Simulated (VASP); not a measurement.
# Al9H in VASP: further runs, part 2 of 2

VASP 6.6.1. The steps go on from the part before.

**3. Single point, PBE**

INCAR

```
ALGO     = Normal         # electronic algorithm
DIPOL    = 0.5 0.5 0.421
EDIFF    = 1E-7           # SCF threshold, eV
ENCUT    = 520            # plane-wave cutoff, eV
GGA      = PE             # functional
IDIPOL   = 3            
ISIF     = 2              # what is computed and relaxed
ISMEAR   = 0              # smearing method
LASPH    = T              # aspherical terms in the spheres
LCHARG   = T              # write CHGCAR
LDIPOL   = T            
LELF     = T              # ELF
LREAL    = F              # projectors in reciprocal space
LVACPOTAV= T            
LVHAR    = T            
LWAVE    = F              # write WAVECAR
NBANDS   = 25             # bands
NELM     = 60             # most SCF steps
PREC     = Accurate       # precision mode
SIGMA    = 0.1            # smearing width, eV
```

KPOINTS

```
k-points
0
Gamma
  9 9 1
```

POSCAR

```
Al9H
1.0
    2.8535431556      0.0000000000      0.0000000000
   -1.4267715778      2.4712408635      0.0000000000
    0.0000000000      0.0000000000     34.2605580981
Al H
9 1
Direct
    0.3333333333      0.6666666667      0.1167523304
    0.0000000000      0.0000000000      0.1852090274
    0.6666666667      0.3333333333      0.2536657244
    0.0000000000      0.0000000000      0.3221224214
    0.3333333333      0.6666666667      0.3899858430
    0.0000000000      0.0000000000      0.4578168584
    0.6666666667      0.3333333333      0.5268325047
    0.0000000000      0.0000000000      0.5950901730
    0.3870308821      0.5666894518      0.6622205613
    0.3333333333      1.0000000000      0.6956915427
```

Potentials or basis: VASP PAW PBE potentials, release 64 (Al, H).

Command:

```sh
> cat potpaw_PBE.64/Al/POTCAR potpaw_PBE.64/H/POTCAR > POTCAR
> mpirun -np 1 vasp_std > vasp.out
```

Wall time 5.9 min (1 thread of Intel Xeon 6975P-C (Granite Rapids), shared host); peak memory 0.46 GiB.

It converged, with:

```
Free energy            : -35.8677 eV
Largest force          : 0.134 eV/Å
Band gap on the k mesh : zero (bands 14 and 15 overlap by 3.71 eV)
```

Forces in eV/Å, atoms in the order of the input:
```
Al   0.006 -0.004  0.000
Al   0.001  0.002  0.050
Al   0.000 -0.002 -0.033
Al   0.008  0.000 -0.058
Al   0.001 -0.001  0.094
Al  -0.035 -0.003  0.013
Al   0.046  0.041 -0.060
Al  -0.038 -0.128  0.000
Al   0.002  0.007  0.000
H    0.010  0.088 -0.005
```

Levels at points of the mesh, in eV from the Fermi level:
```tsv
k point	band 10	band 11	band 12	band 13	band 14	band 15	band 16	band 17	band 18	band 19
(0.00, 0.00, 0.00)	-4.49	-3.05	-1.57	-0.02	1.50	2.84	3.71	3.99	5.14	5.30
```

**4. Single point, PBE**

INCAR

```
SYSTEM = Al9H
PREC = Accurate
ENCUT = 520
EDIFF = 1E-6
ISMEAR = 0
SIGMA = 0.1
LREAL = .False.
LASPH = .True.
NELM = 60
ALGO = Normal
ISIF = 2
LWAVE = .False.
LCHARG = .False.
LDIPOL = .True.
IDIPOL = 3
DIPOL = 0.5 0.5 0.421
GGA = PE
NBANDS = 25
```

KPOINTS

```
Automatic mesh
0
Gamma
  9 9 1
  0 0 0
```

Edit POSCAR of step 3 so:

```diff
@@ -16,3 +16,3 @@
     0.0000000000      0.0000000000      0.5950901730
-    0.3870308821      0.5666894518      0.6622205613
-    0.3333333333      1.0000000000      0.6956915427
+    0.3343121533      0.6468679939      0.6610468260
+    0.3333333333      0.8333333333      0.7054301457
```

Potentials or basis: VASP PAW PBE potentials, release 64 (Al, H).

Command:

```sh
> cat potpaw_PBE.64/Al/POTCAR potpaw_PBE.64/H/POTCAR > POTCAR
> mpirun -np 1 vasp_std > vasp.out
```

OUTCAR:

```text
SYSTEM = Al9H
   PREC = Accurate
   ENCUT = 520
   EDIFF = 1E-6
   ISMEAR = 0
   LREAL = .False.
   LASPH = .True.
   NELM = 60
   ISIF = 2
   GGA = PE

 ion  position               nearest neighbor table
   1  0.333  0.667  0.117-   2 2.87   2 2.87   2 2.87
   2  0.000  0.000  0.185-   1 2.87   3 2.87   1 2.87   3 2.87   3 2.87   1 2.87
   3  0.667  0.333  0.254-   2 2.87   4 2.87   2 2.87   4 2.87   2 2.87   4 2.87
   4  0.000  0.000  0.322-   5 2.85   5 2.85   5 2.85   3 2.87   3 2.87   3 2.87
   5  0.333  0.667  0.390-   6 2.85   6 2.85   6 2.85   4 2.85   4 2.85   4 2.85
[... 902 lines left out ...]
  external PRESSURE =       1.1260187 kB  Pullay stress =       0.0000000 kB

 VOLUME and BASIS-vectors are now :
 -----------------------------------------------------------------------------
  energy-cutoff  :      520.00
  volume of cell :      241.60
      direct lattice vectors                 reciprocal lattice vectors
     2.853543156  0.000000000  0.000000000     0.350441520  0.202327506  0.000000000
    -1.426771578  2.471240863  0.000000000     0.000000000  0.404655011  0.000000000
     0.000000000  0.000000000 34.260558098     0.000000000  0.000000000  0.029188083

 POSITION                                       TOTAL-FORCE (eV/Angst)
 -----------------------------------------------------------------------------------
     -0.00000      1.64749      4.00000         0.000292     -0.000500     -0.016325
      0.00000      0.00000      6.34536         0.002723     -0.000542      0.034018
      1.42677      0.82375      8.69073         0.001759     -0.004370     -0.014805
      0.00000      0.00000     11.03609         0.002499     -0.001171     -0.061117
     -0.00000      1.64749     13.36113         0.001315     -0.002344      0.094343
      0.00000      0.00000     15.68506        -0.014583      0.009416      0.031586
      1.42677      0.82375     18.04958        -0.005765      0.031266     -0.060586
      0.00000      0.00000     20.38812        -0.006144     -0.035625     -0.007179
      0.03104      1.59857     22.64783         0.009545     -0.012366     -0.025973
     -0.23780      2.05937     24.16843         0.008358      0.016237      0.026038
 -----------------------------------------------------------------------------------
    total drift:                                0.000051     -0.000020      0.000057

  FREE ENERGIE OF THE ION-ELECTRON SYSTEM (eV)
  ---------------------------------------------------
  free  energy   TOTEN  =       -35.8356287348 eV

  energy  without entropy=      -35.8074387144  energy(sigma->0) =      -35.82153372

 vacuum level on the upper side and lower side of the slab         8.391         6.934
```

OSZICAR:

```text
N       E                     dE             d eps       ncg     rms          rms(c)
DAV:   1     0.541734063610E+02    0.54173E+02   -0.93783E+03  2050   0.852E+02
DAV:   2    -0.316448995008E+02   -0.85818E+02   -0.79450E+02  2608   0.133E+02
DAV:   3    -0.364609894634E+02   -0.48161E+01   -0.46029E+01  2927   0.284E+01
[... 26 lines left out ...]
DAV:  30    -0.358356237650E+02   -0.33127E-05   -0.35609E-06  2401   0.695E-03    0.246E-03
DAV:  31    -0.358356262015E+02   -0.24365E-05   -0.11657E-06  2068   0.456E-03    0.166E-03
DAV:  32    -0.358356274329E+02   -0.12313E-05   -0.13322E-06  2052   0.445E-03    0.880E-04
DAV:  33    -0.358356285013E+02   -0.10684E-05   -0.47427E-07  1514   0.309E-03    0.765E-04
DAV:  34    -0.358356287348E+02   -0.23347E-06   -0.84756E-08  1501   0.142E-03
   1 F= -.35835629E+02 E0= -.35821534E+02  d E =-.281900E-01
```

Run time: 7.3 min. Hardware: 1 thread of Intel Xeon 6975P-C (Granite Rapids), shared host; peak memory 0.48 GiB.

Results:

- Free energy: -35.8356 eV
- Largest force: 0.094 eV/Å
- Band gap on the k mesh: zero (bands 14 and 15 overlap by 3.49 eV)

Forces in eV/Å, atoms in the order of the input:
```
Al   0.000 -0.001 -0.016
Al   0.003 -0.001  0.034
Al   0.002 -0.004 -0.015
Al   0.002 -0.001 -0.061
Al   0.001 -0.002  0.094
Al  -0.015  0.009  0.032
Al  -0.006  0.031 -0.061
Al  -0.006 -0.036 -0.007
Al   0.010 -0.012 -0.026
H    0.008  0.016  0.026
```

**5. Relaxation of the atoms, PBE**

INCAR

```
SYSTEM = Al9H
PREC = Accurate
ENCUT = 520
EDIFF = 1E-6
ISMEAR = 0
SIGMA = 0.1
LREAL = .FALSE.
LASPH = .TRUE.
NELM = 80
ALGO = Fast
ISIF = 2
LWAVE = .FALSE.
LCHARG = .FALSE.
LDIPOL = .TRUE.
IDIPOL = 3
DIPOL = 0.5 0.5 0.422
GGA = PE
IBRION = 2
NSW = 50
EDIFFG = -0.025
```

KPOINTS

```
Automatic mesh
0
G
  9 9 1
  0 0 0
```

POSCAR

```
Al9H
1.0
    2.8535431556      0.0000000000      0.0000000000
   -1.4267715778      2.4712408635      0.0000000000
    0.0000000000      0.0000000000     34.2605580981
Al H
9 1
Selective dynamics
Direct
    0.3333333333      0.6666666667      0.1167523304  F F F
    0.0000000000      0.0000000000      0.1852090274  F F F
    0.6666666667      0.3333333333      0.2536657244  F F F
    0.0000000000      0.0000000000      0.3221224214  F F F
    0.3333333333      0.6666666667      0.3899858430  F F F
    0.0000000000      0.0000000000      0.4578168584  F F F
    0.6666666667      0.3333333333      0.5268325047  F F F
    0.0000000000      0.0000000000      0.5950901730  F F F
    0.3333333333      0.6666666667      0.6643370500  T T T
    0.3333333333      0.8333333333      0.7063338223  F F T
```

Command:

```sh
> cat potpaw_PBE.64/Al/POTCAR potpaw_PBE.64/H/POTCAR > POTCAR
> mpirun -np 1 vasp_std > vasp.out
```

It took 57 min on 1 thread of Oxide Virtual Turin-like, shared host; peak memory 0.46 GiB.

Results (log left out):

```yaml
Free_energy: -35.8354 eV
Energy_gained_by_relaxing: 7.7 meV/atom
Ionic_steps: 11
```

The path:
```
step  energy change (eV)  largest force on free atoms (eV/Å)  pressure (GPa)
   1              0.0000                              1.5843            0.28
   2             -0.0666                              0.3834           -0.15
   3             -0.0725                              0.0598           -0.07
   4             -0.0725                              0.0814           -0.08
   5             -0.0728                              0.0803           -0.07
   6             -0.0736                              0.0767           -0.05
   7             -0.0750                              0.0695           -0.01
   8             -0.0764                              0.0549            0.08
   9             -0.0747                              0.2400            0.15
  10             -0.0766                              0.0258            0.10
  11             -0.0767                              0.0231            0.10
```

Final structure:
```cif
data_structure
_symmetry_space_group_name_H-M 'P 1'
_symmetry_Int_Tables_number 1
_cell_length_a 2.8535
_cell_length_b 2.8535
_cell_length_c 34.2606
_cell_angle_alpha 90.000
_cell_angle_beta 90.000
_cell_angle_gamma 120.000
_cell_volume 241.60
loop_
_atom_site_label
_atom_site_type_symbol
_atom_site_fract_x
_atom_site_fract_y
_atom_site_fract_z
_atom_site_occupancy
Al1 Al 0.33333 0.66667 0.11675 1
Al2 Al 0.00000 0.00000 0.18521 1
Al3 Al 0.66667 0.33333 0.25367 1
Al4 Al 0.00000 0.00000 0.32212 1
Al5 Al 0.33333 0.66667 0.38999 1
Al6 Al 0.00000 0.00000 0.45782 1
Al7 Al 0.66667 0.33333 0.52683 1
Al8 Al 0.00000 0.00000 0.59509 1
Al9 Al 0.33377 0.65353 0.66113 1
H1 H 0.33333 0.83333 0.70576 1
```

Levels at points of the mesh, in eV from the Fermi level:
| k point | band 10 | band 11 | band 12 | band 13 | band 14 | band 15 | band 16 | band 17 | band 18 | band 19 |
| --- | --- | --- | --- | --- | --- | --- | --- | --- | --- | --- |
| (0.00, 0.00, 0.00) | -4.42 | -3.05 | -1.62 | -0.12 | 1.41 | 2.86 | 3.92 | 4.73 | 5.58 | 5.89 |

Caveat: the highest band is partly filled, so the run has too few bands.

**6. Summary**

| task | cell | cutoff (eV) | atoms held fixed (from 0) | gap on the mesh (eV) | largest force (eV/Å) |
| --- | --- | --- | --- | --- | --- |
| relaxation of the atoms | atoms relaxed, atomic positions A | 450 | [0, 1, 2, 3, 4, 5, 6, 7, 9] | none | - |
| single point | as given, atomic positions B | 520 | - | none | 0.13 |
| single point | as given, atomic positions C | 520 | - | none | 0.09 |
| relaxation of the atoms | atoms relaxed, atomic positions D | 520 | [0, 1, 2, 3, 4, 5, 6, 7, 9] | - | - |

Alike in all rows: level PBE; potentials or basis VASP PAW PBE potentials, release 64 (Al, H); no spin polarisation; k mesh 9 × 9 × 1; smearing gaussian 0.1 eV.

Caveats: the highest band is partly filled, so the run has too few bands (at least some runs).

Absolute energies hang on the potentials; compare differences alone.
